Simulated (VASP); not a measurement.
# WS2 in VASP: notebook

Runs on WS2. Level: PBEsol. Tasks: single point.

Everything below comes from runs of VASP 6.6.1. Logs are shortened: lines on timing, memory, paths and dates and some standing lists are left out, and cuts for length are marked.

### Step 1. The cell of the first run

The cell holds a slab with vacuum, 3 atoms: a = 3.146 Å, b = 3.146 Å, c = 16.953 Å, α = 90.00°, β = 90.00°, γ = 120.00°.

### Step 2. Single point, PBEsol

INCAR

```
PREC = Accurate ; ENCUT = 520
EDIFF = 1E-6 ; ISMEAR = 0
SIGMA = 0.05 ; LREAL = F
LASPH = T ; NELM = 100
ALGO = Normal ; ISIF = 2
LWAVE = F ; LCHARG = T
GGA = PS ; LELF = T
LVHAR = T ; NBANDS = 20
```

KPOINTS

```
Automatic mesh
0
Gamma
  12 12 2
```

POSCAR

```
WS2
1.0
    3.1457762098      0.0000000000      0.0000000000
   -1.5728881049      2.7243221123      0.0000000000
    0.0000000000      0.0000000000     16.9534209708
W S
1 2
Direct
    0.3333333333      0.6666666667      0.0000000000
    0.6666666667      0.3333333333      0.9097880910
    0.6666666667      0.3333333333      0.0946357950
```

Potentials or basis: VASP PAW PBE potentials, release 64 (W_sv, S).

The run is started by

```sh
cat potpaw_PBE.64/W_sv/POTCAR potpaw_PBE.64/S/POTCAR > POTCAR
mpirun -np 1 vasp_std > vasp.out
```

OUTCAR:

```text
PREC = Accurate
   ENCUT = 520
   EDIFF = 1E-6
   ISMEAR = 0
   LREAL = F
   LASPH = T
   NELM = 100
   ISIF = 2
   GGA = PS

 ion  position               nearest neighbor table
   1  0.333  0.667  0.000-   2 2.37   2 2.37   2 2.37   3 2.42   3 2.42   3 2.42
   2  0.667  0.333  0.910-   1 2.37   1 2.37   1 2.37
   3  0.667  0.333  0.095-   1 2.42   1 2.42   1 2.42

  LATTYP: Found a hexagonal cell.
 ALAT       =     3.1457762098
 C/A-ratio  =     5.3892647919

  Lattice vectors:

 A1 = (   3.1457762098,   0.0000000000,   0.0000000000)
 A2 = (  -1.5728881049,   2.7243221123,   0.0000000000)
 A3 = (   0.0000000000,   0.0000000000,  16.9534209708)

Analysis of symmetry for initial positions (statically):
=====================================================================
 Subroutine PRICEL returns:
 Original cell was already a primitive cell.

 Routine SETGRP: Setting up the symmetry group for a
 hexagonal supercell.

 Subroutine GETGRP returns: Found  6 space group operations
 (whereof  6 operations were pure point group operations)
 out of a pool of 24 trial point group operations.

The static configuration has the point symmetry C_3v.

Analysis of symmetry for dynamics (positions and initial velocities):
=====================================================================
 Subroutine PRICEL returns:
 Original cell was already a primitive cell.

 Routine SETGRP: Setting up the symmetry group for a
 hexagonal supercell.

 Subroutine GETGRP returns: Found  6 space group operations
 (whereof  6 operations were pure point group operations)
 out of a pool of 24 trial point group operations.

The dynamic configuration has the point symmetry C_3v.

 Subroutine INISYM returns: Found  6 space group operations
 (whereof  6 operations are pure point group operations),
 and found     1 'primitive' translations

----------------------------------------------------------------------------------------

                                     Primitive cell

  volume of cell :     145.2926

  direct lattice vectors                    reciprocal lattice vectors
     3.145776210  0.000000000  0.000000000     0.317886567  0.183531895  0.000000000
    -1.572888105  2.724322112  0.000000000     0.000000000  0.367063790  0.000000000
     0.000000000  0.000000000 16.953420971     0.000000000  0.000000000  0.058985145

  length of vectors
     3.145776210  3.145776210 16.953420971     0.367063790  0.367063790  0.058985145

  position of ions in fractional coordinates (direct lattice)
     0.333333333  0.666666667  0.000000000
     0.666666667  0.333333333  0.909788091
     0.666666667  0.333333333  0.094635795

  ion indices of the primitive-cell ions
   primitive index   ion index
                 1           1
                 2           2
                 3           3

----------------------------------------------------------------------------------------

 KPOINTS: Automatic mesh

Automatic generation of k-mesh.
 Grid dimensions read from file:
 generate k-points for:   12   12    2

 Generating k-lattice:

  Cartesian coordinates                     Fractional coordinates (reciprocal lattice)
     0.026490547  0.015294325  0.000000000     0.083333333  0.000000000  0.000000000
     0.000000000  0.030588649  0.000000000     0.000000000  0.083333333  0.000000000
     0.000000000  0.000000000  0.029492573     0.000000000  0.000000000  0.500000000

  Length of vectors
     0.030588649  0.030588649  0.029492573

  Shift w.r.t. Gamma in fractional coordinates (k-lattice)
     0.000000000  0.000000000  0.000000000

 Subroutine IBZKPT returns following result:
 ===========================================

 Found     38 irreducible k-points:

 Following reciprocal coordinates:
            Coordinates               Weight
  0.000000  0.000000  0.000000      1.000000
  0.083333  0.000000  0.000000      6.000000
  0.166667 -0.000000  0.000000      6.000000
  0.250000  0.000000  0.000000      6.000000
  0.333333  0.000000  0.000000      6.000000
  0.416667 -0.000000  0.000000      6.000000
[... 16 lines left out ...]
  0.250000  0.000000  0.500000      6.000000
  0.333333  0.000000  0.500000      6.000000
 [... further k-points ...]
   k-points           NKPTS =     38   k-points in BZ     NKDIM =     38   number of bands    NBANDS=     20
   number of dos      NEDOS =    301   number of ions     NIONS =      3
   total plane-waves  NPLWV =  72576
   dimension x,y,z NGX =    24 NGY =   24 NGZ =  126
   dimension x,y,z NGXF=    48 NGYF=   48 NGZF=  252
   ions per type =               1   2
   NGX,Y,Z   is equivalent  to a cutoff of  12.68, 12.68, 12.36 a.u.
   NGXF,Y,Z  is equivalent  to a cutoff of  25.37, 25.37, 24.71 a.u.
 SYSTEM =  unknown system
   PREC   = accura    normal or accurate (medium, high low for compatibility)
   ISTART =      0    job   : 0-new  1-cont  2-samecut
   ICHARG =      2    charge: 1-file 2-atom 10-const
   ISPIN  =      1    spin polarized calculation?
   LNONCOLLINEAR =      F non collinear calculations
   LSORBIT =      F    spin-orbit coupling
   LASPH  =      T    aspherical Exc in radial PAW
   ENCUT  =  520.0 eV  38.22 Ry    6.18 a.u.   5.85  5.85 31.52*2*pi/ulx,y,z
   NELM   =    100;   NELMIN=  2; NELMDL= -5     # of ELM steps
   EDIFF  = 0.1E-05   stopping-criterion for ELM
   LREAL  =      F    real-space projection
   EDIFFG = 0.1E-04   stopping-criterion for IOM
   NSW    =      0    number of steps for IOM
   IBRION =     -1    ionic relax: 0-MD 1-quasi-New 2-CG
   NFREE  =      0    steps in history (QN), initial steepest desc. (CG)
   ISIF   =      2    stress and relaxation
   ISYM   =      2    0-nonsym 1-usesym 2-fastsym
   POTIM  = 0.5000    time-step for ionic-motion
   TEBEG  =    0.0;   TEEND  =   0.0 temperature during run
   PSTRESS=    0.0 pullay stress
   NELECT =      26.0000    total number of electrons
   NUPDOWN=      -1.0000    fix difference up-down
   EMIN   =  10.00;   EMAX   =-10.00  energy-range for DOS
   EFERMI =   0.00;   METHOD = LEGACY
   ISMEAR =     0;   SIGMA  =   0.05  broadening in eV -4-tet -1-fermi 0-gaus
   EFERMI_NEDOS =   21; number of points for ismear=-14 and -15
   IALGO  =     38    algorithm
   IMIX   =      4    mixing-type and parameters
     AMIX     =   0.40;   BMIX     =  1.00
     AMIX_MAG =   1.60;   BMIX_MAG =  1.00
  volume/ion in A,a.u.               =      48.43       326.83
  Fermi-wavevector in a.u.,A,eV,Ry     =   0.922539  1.743346 11.579622  0.851078
  Thomas-Fermi vector in A             =   2.048077
   LORBIT       =      0    0 simple, 1 ext, 2 COOP (PROOUT), +10 PAW based schemes
   GGA     = PS    functional components
   LHFCALC =     F    Hartree Fock is set to
   AEXX    =    0.0000 exact exchange contribution
   IVDW    =     0    specifies the selected vdW correction
   LEPSILON=     F    determine dielectric tensor
   LRPA    =     F    only Hartree local field effects (RPA)
 non-spin polarized calculation
 Gauss-broadening in eV      SIGMA  =   0.05
  energy-cutoff  :      520.00
  volume of cell :      145.29
 maximum number of plane-waves:      3942
 NGX is ok and might be reduce to    24
   NGX = 11   NGY = 11   NGZ = 63

 number of electron      25.9999996 magnetization

 Free energy of the ion-electron system (eV)
  ---------------------------------------------------
  ext. energy  EPLUGINS =         0.00000000
  ---------------------------------------------------
  free energy    TOTEN  =       -25.22544569 eV

  energy without entropy =      -25.22544569  energy(sigma->0) =      -25.22544569

 E-fermi :  -0.6951     XC(G=0):  -4.6041

 val. band max:       -1.1557199665   @ k =   0.3333   0.3333   0.0000
 cond. band min:       0.7851180299   @ k =   0.3333   0.3333   0.0000
 fundamental gap:      1.9408379964
 Fermi energy:        -0.6951425643

 k-point     1 :       0.0000    0.0000    0.0000
  band No.  band energies     occupation
      1     -75.0523      2.00000
      2     -39.3316      2.00000
      3     -39.1372      2.00000
      4     -39.1372      2.00000
      5     -16.0416      2.00000
      6     -14.3429      2.00000
[... 12 lines left out ...]
     19       4.4060      0.00000
     20       4.5052      0.00000

 k-point     2 :       0.0833    0.0000    0.0000
  band No.  band energies     occupation
      1     -75.0510      2.00000
      2     -39.3268      2.00000
      3     -39.1634      2.00000
      4     -39.1432      2.00000
      5     -15.9205      2.00000
      6     -14.2981      2.00000
[... 12 lines left out ...]
     19       4.5479      0.00000
     20       4.9228      0.00000

 k-point     3 :       0.1667   -0.0000    0.0000
  band No.  band energies     occupation
      1     -75.0473      2.00000
      2     -39.3139      2.00000
      3     -39.2343      2.00000
      4     -39.1597      2.00000
      5     -15.5757      2.00000
      6     -14.1704      2.00000
[... 12 lines left out ...]
     19       4.9530      0.00000
     20       5.7713      0.00000

 k-point     4 :       0.2500    0.0000    0.0000
  band No.  band energies     occupation
      1     -75.0423      2.00000
      2     -39.3301      2.00000
      3     -39.2960      2.00000
      4     -39.1822      2.00000
      5     -15.0627      2.00000
      6     -13.9817      2.00000
[... 12 lines left out ...]
     19       5.5620      0.00000
     20       6.2609      0.00000

 k-point     5 :       0.3333    0.0000    0.0000
  band No.  band energies     occupation
      1     -75.0373      2.00000
      2     -39.4240      2.00000
      3     -39.2783      2.00000
      4     -39.2045      2.00000
      5     -14.4813      2.00000
      6     -13.7708      2.00000
[... 12 lines left out ...]
     19       6.1534      0.00000
     20       6.2496      0.00000

 k-point     6 :       0.4167   -0.0000    0.0000
  band No.  band energies     occupation
      1     -75.0337      2.00000
      2     -39.4919      2.00000
      3     -39.2652      2.00000
      4     -39.2208      2.00000
      5     -13.9938      2.00000
      6     -13.5925      2.00000
[... 12 lines left out ...]
     19       6.3792      0.00000
     20       6.5711      0.00000

 k-point     7 :       0.5000    0.0000    0.0000
  band No.  band energies     occupation
      1     -75.0323      2.00000
      2     -39.5166      2.00000
      3     -39.2604      2.00000
      4     -39.2267      2.00000
      5     -13.8022      2.00000
      6     -13.5144      2.00000
[... 12 lines left out ...]
     19       6.4823      0.00000
     20       6.8140      0.00000
[... 277 lines left out ...]
 k-point    20 :       0.0000    0.0000    0.5000
  band No.  band energies     occupation
      1     -75.0523      2.00000
      2     -39.3316      2.00000
      3     -39.1372      2.00000
      4     -39.1372      2.00000
      5     -16.0416      2.00000
      6     -14.3429      2.00000
[... 12 lines left out ...]
     19       4.1745      0.00000
     20       4.6933      0.00000

 k-point    21 :       0.0833    0.0000    0.5000
  band No.  band energies     occupation
      1     -75.0510      2.00000
      2     -39.3268      2.00000
      3     -39.1634      2.00000
      4     -39.1432      2.00000
      5     -15.9205      2.00000
      6     -14.2981      2.00000
[... 12 lines left out ...]
     19       4.3473      0.00000
     20       5.0867      0.00000

 k-point    22 :       0.1667   -0.0000    0.5000
  band No.  band energies     occupation
      1     -75.0473      2.00000
      2     -39.3139      2.00000
      3     -39.2343      2.00000
      4     -39.1597      2.00000
      5     -15.5757      2.00000
      6     -14.1704      2.00000
[... 12 lines left out ...]
     19       4.8386      0.00000
     20       6.0970      0.00000

 k-point    23 :       0.2500    0.0000    0.5000
  band No.  band energies     occupation
      1     -75.0423      2.00000
      2     -39.3301      2.00000
      3     -39.2960      2.00000
      4     -39.1822      2.00000
      5     -15.0627      2.00000
      6     -13.9817      2.00000
[... 12 lines left out ...]
     19       5.3898      0.00000
     20       6.6293      0.00000

 k-point    24 :       0.3333    0.0000    0.5000
  band No.  band energies     occupation
      1     -75.0373      2.00000
      2     -39.4240      2.00000
      3     -39.2783      2.00000
      4     -39.2045      2.00000
      5     -14.4813      2.00000
      6     -13.7708      2.00000
[... 12 lines left out ...]
     19       6.0849      0.00000
     20       6.3331      0.00000

 [... further k-points ...]

------------------------ aborting loop because EDIFF is reached ----------------------------------------

  FORCE on cell =-STRESS in cart. coord.  units (eV):
  Direction    XX          YY          ZZ          XY          YZ          ZX
  --------------------------------------------------------------------------------------
  -------------------------------------------------------------------------------------
  Total        0.0904118      0.0904118      0.0707523      0.0000000     -0.0000000      0.0000000
  in kB        0.9969927      0.9969927      0.7802023      0.0000000     -0.0000000      0.0000000
  external PRESSURE =       0.9247292 kB  Pullay stress =       0.0000000 kB

 VOLUME and BASIS-vectors are now :
 -----------------------------------------------------------------------------
  energy-cutoff  :      520.00
  volume of cell :      145.29
      direct lattice vectors                 reciprocal lattice vectors
     3.145776210  0.000000000  0.000000000     0.317886567  0.183531895  0.000000000
    -1.572888105  2.724322112  0.000000000     0.000000000  0.367063790  0.000000000
     0.000000000  0.000000000 16.953420971     0.000000000  0.000000000  0.058985145

 POSITION                                       TOTAL-FORCE (eV/Angst)
 -----------------------------------------------------------------------------------
     -0.00000      1.81621      0.00000        -0.000000     -0.000000      1.257966
      1.57289      0.90811     15.42402        -0.000000      0.000000     -0.675252
      1.57289      0.90811      1.60440         0.000000      0.000000     -0.582714
 -----------------------------------------------------------------------------------
    total drift:                                0.000000      0.000000      0.000063

  FREE ENERGIE OF THE ION-ELECTRON SYSTEM (eV)
  ---------------------------------------------------
  free  energy   TOTEN  =       -25.2254456935 eV

  energy  without entropy=      -25.2254456935  energy(sigma->0) =      -25.22544569
```

It took 2.4 min on 1 thread of AMD EPYC 7R13 (Zen 3), shared host; peak memory 0.27 GiB.

Results:

```yaml
Free_energy: -25.2254 eV
Largest_force: 1.258 eV/Å
Band_gap_on_the_k_mesh: 1.94 eV
```

Forces on the atoms (eV/Å):
```
W    0.000  0.000  1.258
S    0.000  0.000 -0.675
S    0.000  0.000 -0.583
```

Caveat: the cell differs from its parent crystal (all S atoms moved +0.037 Å, as atom 2 towards its neighbour atom 3 (S) at 3.134 Å); there is no dipole correction, which matters where the two faces differ; the PAW data sets were made with another functional, which shifts forces and pressure a little; spin-orbit coupling is left out, which moves the levels of the heavy elements.

(Part 1 of 2 ends here.)
